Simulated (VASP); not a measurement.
Input of a VASP 6.6.1 run:

The input INCAR:

```
PREC = Accurate ; ENCUT = 600
EDIFF = 1E-7 ; ISMEAR = 0
SIGMA = 0.1 ; LREAL = False
LASPH = True ; NELM = 60
ALGO = Normal ; ISIF = 3
LWAVE = False ; LCHARG = False
GGA = PE ; IBRION = 2
NSW = 90 ; EDIFFG = -0.04
```

KPOINTS

```
regular mesh
0
Gamma
  4 4 4
```

The input POSCAR:

```
Si3N4
1.0
    4.0415235500      0.0000000000      0.0000000000
    0.0000000000      4.0415235500      0.0000000000
    0.0000000000      0.0000000000      4.0415235500
Si N
3 4
Direct
    0.0000000000      0.0000000000      0.5000000000
    0.5000000000      0.0000000000      0.0000000000
    0.0000000000      0.5000000000      0.0000000000
    0.2456870000      0.2456870000      0.7543130000
    0.7543130000      0.7543130000      0.7543130000
    0.2456870000      0.7543130000      0.2456870000
    0.7543130000      0.2456870000      0.2456870000
```

Potentials or basis: VASP PAW PBE potentials, release 64 (Si, N).

Launch:

```console
$ cat potpaw_PBE.64/Si/POTCAR potpaw_PBE.64/N/POTCAR > POTCAR
$ mpirun -np 1 vasp_std > vasp.out
```

Problem. Predict the relaxed cell.

Solution. a = 4.130 Å, b = 4.130 Å, c = 4.130 Å, α = 90.00°, β = 90.00°, γ = 90.00°.

Problem. Predict the band gap on the k mesh.

Solution. 2.72 eV, indirect (least direct gap 2.92 eV).

Problem. Estimate the relaxed volume.

Solution. 10.06 Å³/atom.

Problem. What does it give for the space group after relaxing (to 0.05 Å)?

Solution. P-43m (No. 215).

Final structure:
```
CELL_PARAMETERS angstrom
4.12996 0.00000 0.00000
0.00000 4.12996 0.00000
0.00000 0.00000 4.12996
ATOMIC_POSITIONS crystal
Si 0.00000 0.00000 0.50000
Si 0.50000 0.00000 0.00000
Si 0.00000 0.50000 0.00000
N 0.23946 0.23946 0.76054
N 0.76054 0.76054 0.76054
N 0.23946 0.76054 0.23946
N 0.76054 0.23946 0.23946
```

A k mesh can miss the band edges.
